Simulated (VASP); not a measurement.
CdF2, 3 atoms in the cell. The typed cell holds 3 atoms: a = 3.851 Å, b = 3.851 Å, c = 3.851 Å, α = 59.97°, β = 59.97°, γ = 59.97°. 

| Quantity | Value |
| --- | --- |
| Program | VASP 6.6.1 |
| Task | single point |
| Functional | PBE |
| Dispersion | D3(BJ) |
| Potentials or basis | VASP PAW PBE potentials, release 64 (Cd, F) |
| Cutoff | 520 eV |
| k mesh | 9 × 9 × 9 |
| Occupations | gaussian, width 0.02 eV |
| Spin | no spin polarisation |
| Dipole correction | no |
| k mesh for the DOS | 14 × 14 × 14 |
| Occupations for the DOS | tetrahedron |
| Further INCAR settings | ALGO = Normal; EDIFF = 1e-06; NBANDS = 20 |

Potentials or basis: VASP PAW PBE potentials, release 64 (Cd, F).

The run is started by

```bash
$ cat potpaw_PBE.64/Cd/POTCAR potpaw_PBE.64/F/POTCAR > POTCAR
$ cp INCAR.step1 INCAR
$ cp KPOINTS.step1 KPOINTS
$ mpirun -np 1 vasp_std > vasp.out
$ cp INCAR.step2 INCAR
$ cp KPOINTS.step2 KPOINTS
$ mpirun -np 1 vasp_std > vasp.out
```

Hardware: 1 thread of Intel(R) Xeon(R) 6975P-C (Granite Rapids), on a shared host.

Problem. How long does it take, and how much memory?

Solution. Wall time 95 s on 1 thread of Intel(R) Xeon(R) 6975P-C (Granite Rapids), with other jobs on the host, peak memory 0.33 GiB. Counts: k points 288.
